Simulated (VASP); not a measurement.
# AlN (F-43m) in VASP: a series of runs

The runs below take AlN through single point, with r2SCAN.

Everything below comes from runs of VASP 6.6.1. Logs are shortened: lines on timing, memory, paths and dates and some standing lists are left out, and cuts for length are marked.

### Step 1. The cell of the first run

Symmetry: F-43m, No. 216, cubic system. Conventional cell: a = 4.455 Å, b = 4.455 Å, c = 4.455 Å, α = 90.00°, β = 90.00°, γ = 90.00°. Al (site symmetry -43m) has 4 N at 1.93 Å within 2.6 Å. Within 2.6 Å of N (site symmetry -43m) lie 4 Al at 1.93 Å.

### Step 2. Single point, r2SCAN (volume changed by +6%)

The input, POSCAR:

```
AlN
1.0
    0.0000000000      2.2277280781      2.2277280781
    2.2277280781      0.0000000000      2.2277280781
    2.2277280781      2.2277280781      0.0000000000
Al N
1 1
Direct
    0.0000000000      0.0000000000      0.0000000000
    0.7500000000      0.7500000000      0.7500000000
```

The input, INCAR.step1:

```
SYSTEM = AlN
ALGO = Normal
EDIFF = 1E-4
ENCUT = 520
GGA = PE
ISMEAR = 0
LASPH = .TRUE.
LCHARG = .FALSE.
LREAL = .FALSE.
LWAVE = .TRUE.
NBANDS = 11
NELM = 80
PREC = Accurate
SIGMA = 0.01
```

The input, INCAR.step2:

```
SYSTEM = AlN
ALGO = Normal
EDIFF = 1E-7
ENCUT = 520
ISIF = 2
ISMEAR = 0
ISTART = 1
LASPH = .TRUE.
LCHARG = .TRUE.
LELF = .TRUE.
LMIXTAU = .TRUE.
LREAL = .FALSE.
LVHAR = .TRUE.
LWAVE = .FALSE.
METAGGA = R2SCAN
NBANDS = 11
NELM = 80
PREC = Accurate
SIGMA = 0.01
```

The input, KPOINTS:

```
k-points
0
G
  8 8 8
  0 0 0
```

Potentials or basis: VASP PAW PBE potentials, release 64 (Al, N).

Started as:

```
$ cat potpaw_PBE.64/Al/POTCAR potpaw_PBE.64/N/POTCAR > POTCAR
$ cp INCAR.step1 INCAR
$ mpirun -np 1 vasp_std > vasp.out
$ cp INCAR.step2 INCAR
$ mpirun -np 1 vasp_std > vasp.out
```

OUTCAR:

```text
SYSTEM = AlN
   EDIFF = 1E-7
   ENCUT = 520
   ISIF = 2
   ISMEAR = 0
   ISTART = 1
   LASPH = .TRUE.
   LREAL = .FALSE.
   METAGGA = R2SCAN
   NELM = 80
   PREC = Accurate

 ion  position               nearest neighbor table
   1  0.000  0.000  0.000-   2 1.93   2 1.93   2 1.93   2 1.93
   2  0.750  0.750  0.750-   1 1.93   1 1.93   1 1.93   1 1.93

  LATTYP: Found a face centered cubic cell.
 ALAT       =     4.4554561562

  Lattice vectors:

 A1 = (   0.0000000000,   2.2277280781,   2.2277280781)
 A2 = (   2.2277280781,   0.0000000000,   2.2277280781)
 A3 = (   2.2277280781,   2.2277280781,   0.0000000000)

Analysis of symmetry for initial positions (statically):
[... 5 lines left out ...]
 face centered cubic supercell.

 Subroutine GETGRP returns: Found 24 space group operations
 (whereof 24 operations were pure point group operations)
 out of a pool of 48 trial point group operations.

The static configuration has the point symmetry T_d .

Analysis of symmetry for dynamics (positions and initial velocities):
[... 5 lines left out ...]
 face centered cubic supercell.

 Subroutine GETGRP returns: Found 24 space group operations
 (whereof 24 operations were pure point group operations)
 out of a pool of 48 trial point group operations.

The dynamic configuration has the point symmetry T_d .

 Subroutine INISYM returns: Found 24 space group operations
 (whereof 24 operations are pure point group operations),
 and found     1 'primitive' translations

----------------------------------------------------------------------------------------

                                     Primitive cell

  volume of cell :      22.1114

  direct lattice vectors                    reciprocal lattice vectors
     0.000000000  2.227728078  2.227728078    -0.224443910  0.224443910  0.224443910
     2.227728078  0.000000000  2.227728078     0.224443910 -0.224443910  0.224443910
     2.227728078  2.227728078  0.000000000     0.224443910  0.224443910 -0.224443910

  length of vectors
     3.150483261  3.150483261  3.150483261     0.388748255  0.388748255  0.388748255

  position of ions in fractional coordinates (direct lattice)
     0.000000000  0.000000000  0.000000000
     0.750000000  0.750000000  0.750000000

  ion indices of the primitive-cell ions
   primitive index   ion index
                 1           1
                 2           2

----------------------------------------------------------------------------------------

 KPOINTS: k-points

Automatic generation of k-mesh.
 Grid dimensions read from file:
 generate k-points for:    8    8    8

 Generating k-lattice:

[... 63 lines left out ...]
   EDIFFG = 0.1E-05   stopping-criterion for IOM
   NSW    =      0    number of steps for IOM
   IBRION =     -1    ionic relax: 0-MD 1-quasi-New 2-CG
   NFREE  =      0    steps in history (QN), initial steepest desc. (CG)
   ISIF   =      2    stress and relaxation
   ISYM   =      2    0-nonsym 1-usesym 2-fastsym
   POTIM  = 0.5000    time-step for ionic-motion
   TEBEG  =    0.0;   TEEND  =   0.0 temperature during run
   PSTRESS=    0.0 pullay stress
   NELECT =       8.0000    total number of electrons
   NUPDOWN=      -1.0000    fix difference up-down
   EMIN   =  10.00;   EMAX   =-10.00  energy-range for DOS
   EFERMI =   0.00;   METHOD = LEGACY
   ISMEAR =     0;   SIGMA  =   0.01  broadening in eV -4-tet -1-fermi 0-gaus
   EFERMI_NEDOS =   21; number of points for ismear=-14 and -15
   IALGO  =     38    algorithm
   IMIX   =      4    mixing-type and parameters
     AMIX     =   0.40;   BMIX     =  1.00
     AMIX_MAG =   1.60;   BMIX_MAG =  1.00
  volume/ion in A,a.u.               =      11.06        74.61
  Fermi-wavevector in a.u.,A,eV,Ry     =   1.166539  2.204439 18.514993  1.360814
  Thomas-Fermi vector in A             =   2.303051
   LORBIT       =      0    0 simple, 1 ext, 2 COOP (PROOUT), +10 PAW based schemes
   METAGGA = R2SCAN    functional components
   LHFCALC =     F    Hartree Fock is set to
   AEXX    =    0.0000 exact exchange contribution
   IVDW    =     0    specifies the selected vdW correction
   LEPSILON=     F    determine dielectric tensor
   LRPA    =     F    only Hartree local field effects (RPA)
 non-spin polarized calculation
 Gauss-broadening in eV      SIGMA  =   0.01
  energy-cutoff  :      520.00
  volume of cell :       22.11
 maximum number of plane-waves:       609
   NGX = 11   NGY = 11   NGZ = 11

 number of electron       8.0000002 magnetization

 Free energy of the ion-electron system (eV)
  ---------------------------------------------------
  ext. energy  EPLUGINS =         0.00000000
  ---------------------------------------------------
  free energy    TOTEN  =       -19.13290644 eV

  energy without entropy =      -19.13290644  energy(sigma->0) =      -19.13290644

 E-fermi :   5.2124     XC(G=0): -11.1521

 val. band max:        5.1523234441   @ k =   0.0000   0.0000   0.0000
 cond. band min:       9.0377101576   @ k =   0.5000   0.5000   0.0000
 fundamental gap:      3.8853867135
 Fermi energy:         5.2124088959

 k-point     1 :       0.0000    0.0000    0.0000
  band No.  band energies     occupation
      1     -10.2523      2.00000
      2       5.1523      2.00000
      3       5.1523      2.00000
      4       5.1523      2.00000
      5       9.4990      0.00000
      6      18.0726      0.00000
      7      18.0726      0.00000
      8      18.0726      0.00000
      9      23.1987      0.00000
     10      23.1987      0.00000
     11      24.7823      0.00000
[... 309 lines left out ...]
 k-point    24 :      -0.3750    0.2500    0.1250
  band No.  band energies     occupation
      1      -8.1190      2.00000
      2       0.1927      2.00000
      3       2.9859      2.00000
      4       4.0665      2.00000
      5      12.7836      0.00000
      6      14.7199      0.00000
      7      17.7412      0.00000
      8      18.2339      0.00000
      9      22.7074      0.00000
     10      24.4139      0.00000
     11      27.6653      0.00000

 [... further k-points ...]
[... 5 lines left out ...]
  --------------------------------------------------------------------------------------
  -------------------------------------------------------------------------------------
  Total       -1.5651575     -1.5651575     -1.5651575      0.0000000     -0.0000000      0.0000000
  in kB     -113.4101940   -113.4101940   -113.4101940      0.0000000     -0.0000000      0.0000000
  external PRESSURE =    -113.4101940 kB  Pullay stress =       0.0000000 kB

 VOLUME and BASIS-vectors are now :
 -----------------------------------------------------------------------------
  energy-cutoff  :      520.00
  volume of cell :       22.11
      direct lattice vectors                 reciprocal lattice vectors
     0.000000000  2.227728078  2.227728078    -0.224443910  0.224443910  0.224443910
     2.227728078  0.000000000  2.227728078     0.224443910 -0.224443910  0.224443910
     2.227728078  2.227728078  0.000000000     0.224443910  0.224443910 -0.224443910

 POSITION                                       TOTAL-FORCE (eV/Angst)
 -----------------------------------------------------------------------------------
      0.00000      0.00000      0.00000         0.000000     -0.000000      0.000000
      3.34159      3.34159      3.34159        -0.000000      0.000000     -0.000000
 -----------------------------------------------------------------------------------
    total drift:                               -0.000003     -0.000003     -0.000003

  FREE ENERGIE OF THE ION-ELECTRON SYSTEM (eV)
  ---------------------------------------------------
  free  energy   TOTEN  =       -19.1329064428 eV

  energy  without entropy=      -19.1329064428  energy(sigma->0) =      -19.13290644
```

OSZICAR.step1:

```text
N       E                     dE             d eps       ncg     rms          rms(c)
DAV:   1     0.124480687462E+02    0.12448E+02   -0.36753E+03   638   0.586E+02
DAV:   2    -0.160467845622E+02   -0.28495E+02   -0.27542E+02   769   0.140E+02
DAV:   3    -0.170985813297E+02   -0.10518E+01   -0.10504E+01   773   0.253E+01
DAV:   4    -0.171047891649E+02   -0.62078E-02   -0.62075E-02   719   0.211E+00
DAV:   5    -0.171048646362E+02   -0.75471E-04   -0.75471E-04   767   0.228E-01    0.836E+00
DAV:   6    -0.148381471753E+02    0.22667E+01   -0.12103E+01   759   0.170E+01    0.277E+00
DAV:   7    -0.148373784902E+02    0.76869E-03   -0.14520E-01   692   0.312E+00    0.199E+00
DAV:   8    -0.148321894704E+02    0.51890E-02   -0.30990E-02   683   0.166E+00    0.602E-01
DAV:   9    -0.148306005155E+02    0.15890E-02   -0.44724E-03   770   0.397E-01    0.237E-01
DAV:  10    -0.148306506344E+02   -0.50119E-04   -0.51307E-04   701   0.144E-01
   1 F= -.14830651E+02 E0= -.14830651E+02  d E =-.814430E-68
```

It took 12 s on 1 thread of Intel Xeon 6975P-C (Granite Rapids), shared host; peak memory 0.13 GiB.

Results:

```yaml
Free_energy: -19.1329 eV
Pressure: -11.3 GPa
Band_gap_on_the_k_mesh: 3.89 eV, indirect (least direct gap 4.35 eV)
```

Caveat: the cell differs from its parent crystal (volume changed by +6%); the PAW data sets were made with another functional, which shifts forces and pressure a little.

### Step 3. Single point, r2SCAN

This run uses another cell than the first one, of 10.43 Å³/atom, 0.943 times its volume.

The input, POSCAR:

```
AlN
1.0
    0.0000000000      2.1848764836      2.1848764836
    2.1848764836      0.0000000000      2.1848764836
    2.1848764836      2.1848764836      0.0000000000
Al N
1 1
Direct
    0.0000000000      0.0000000000      0.0000000000
    0.7500000000      0.7500000000      0.7500000000
```

The input, INCAR.step1:

```
PREC = Accurate
ENCUT = 520
ISMEAR = 0
SIGMA = 0.01
LREAL = F
LASPH = T
NELM = 80
NBANDS = 11
GGA = PE
ALGO = Normal
EDIFF = 1E-4
LWAVE = T
LCHARG = F
```

The input, INCAR.step2:

```
PREC = Accurate
ENCUT = 520
EDIFF = 1E-6
ISMEAR = 0
SIGMA = 0.01
LREAL = F
LASPH = T
NELM = 80
ALGO = Normal
ISIF = 2
LWAVE = F
LCHARG = T
METAGGA = R2SCAN
LMIXTAU = T
LELF = T
LVHAR = T
NBANDS = 11
ISTART = 1
```

The input, KPOINTS:

```
Automatic mesh
0
Gamma
  10 10 10
```

Potentials or basis: VASP PAW PBE potentials, release 64 (Al, N).

Started as:

```
$ cat potpaw_PBE.64/Al/POTCAR potpaw_PBE.64/N/POTCAR > POTCAR
$ cp INCAR.step1 INCAR
$ mpirun -np 1 vasp_std > vasp.out
$ cp INCAR.step2 INCAR
$ mpirun -np 1 vasp_std > vasp.out
```

Run time: 14 s. Hardware: 1 thread of Intel Xeon 6975P-C (Granite Rapids), shared host; peak memory 0.14 GiB.

Results (log left out):

- Free energy: -19.1797 eV
- Pressure: -0.4 GPa
- Band gap on the k mesh: 3.93 eV, indirect (least direct gap 4.88 eV)

Levels at points of the mesh, in eV from the valence-band top:
| k point | band 1 | band 2 | band 3 | band 4 | band 5 | band 6 | band 7 | band 8 | band 9 |
| --- | --- | --- | --- | --- | --- | --- | --- | --- | --- |
| (0.00, 0.00, 0.00) | -15.73 | 0.00 | 0.00 | 0.00 | 4.88 | 13.51 | 13.51 | 13.51 | 18.52 |
| (0.50, 0.00, 0.00) | -13.73 | -5.89 | -0.49 | -0.49 | 8.20 | 10.82 | 11.94 | 11.94 | 19.31 |
| (0.50, 0.50, 0.00) | -13.10 | -4.95 | -1.81 | -1.81 | 3.93 | 9.47 | 15.18 | 16.94 | 16.94 |

Caveat: the PAW data sets were made with another functional, which shifts forces and pressure a little. A k mesh can miss the band edges.
